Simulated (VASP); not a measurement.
Set up this calculation in VASP 6.6.1, as the native input.

```yaml
Task: single point
Functional: PBE
Potentials_or_basis: VASP PAW PBE potentials, release 64 (Zn, N, Sn_d)
Cutoff: 520 eV
k_mesh: 8 × 8 × 6
Occupations: fermi-dirac, width 0.02 eV
Spin: no spin polarisation
Dipole_correction: no
Further_INCAR_settings: ALGO = Normal; EDIFF = 1e-06; NBANDS = 26
```

The structure of ZnSnN2 lies in POSCAR:

```
ZnSnN2
1.0
    3.3820201404      0.0000000000      0.0000000000
    0.0000000000      3.3820201404      0.0000000000
    0.0000000000      0.0000000000      4.6996405255
Zn N Sn
1 2 1
Direct
    0.0000000000      0.0000000000      0.0000000000
    0.0000000000      0.5000000000      0.2448435878
    0.5000000000      0.0000000000      0.7551564122
    0.5000000000      0.5000000000      0.5000000000
```

The input as run:

INCAR

```
  PREC = Accurate
  ENCUT = 520
  EDIFF = 1E-6
  ISMEAR = -1
  SIGMA = 0.02
  LREAL = F
  LASPH = T
  NELM = 60
  ALGO = Normal
  ISIF = 2
  LWAVE = F
  LCHARG = F
  GGA = PE
  NBANDS = 26
```

KPOINTS

```
regular mesh
0
Gamma
  8 8 6
```

Potentials or basis: VASP PAW PBE potentials, release 64 (Zn, N, Sn_d).

Launch:

```bash
$ cat potpaw_PBE.64/Zn/POTCAR potpaw_PBE.64/N/POTCAR potpaw_PBE.64/Sn_d/POTCAR > POTCAR
$ mpirun -np 1 vasp_std > vasp.out
```

Results of the run:

The pressure is 5.2 GPa. The largest force is 0.138 eV/Å.

Run time: 73 s on 1 thread of Intel(R) Xeon(R) Platinum 8375C CPU @ 2.90GHz (Ice Lake), with other jobs on the host, peak memory 0.23 GiB.
